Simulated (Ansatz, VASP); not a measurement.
## One calculation of WSe2, two programs

```
Se W
1.0
     3.28549    0.00000    0.00000
    -1.64275    2.84532    0.00000
     0.00000    0.00000   24.23865
Se W
4 2
Direct
  0.33333 0.66667 0.18565
  0.33333 0.66667 0.32466
  0.83333 0.00000 0.45297
  0.83333 0.00000 0.59197
  0.66667 0.33333 0.25516
  0.50000 0.33333 0.52247
```

Alike in both runs: task single point; functional PBE; dispersion D3(BJ); k mesh 9 × 9 × 1; occupations gaussian, width 0.05 eV; no spin polarisation.

|  | VASP | Ansatz |
| --- | --- | --- |
| version | VASP 6.6.1 | Ansatz 0.2.0 |
| potentials or method | VASP PAW PBE potentials, release 64 (Se, W_sv), cutoff 520 eV | scalar-relativistic, plane waves, PAW |
| valence electrons in the cell | 52 | 92 |

```csv
,VASP,Ansatz,Ansatz less VASP
gap on the k mesh at the Fermi level (eV),1.39,1.39,+0.005
least direct gap on the mesh (eV),1.65,1.65,+0.004
rms of the force components (eV/Å),0.031,0.040,+0.0088
```

VASP's potentials hold 52 valence electrons a cell and Ansatz's 92, so a difference there can come from the potentials and not from the codes.

Spin-orbit coupling is off throughout.
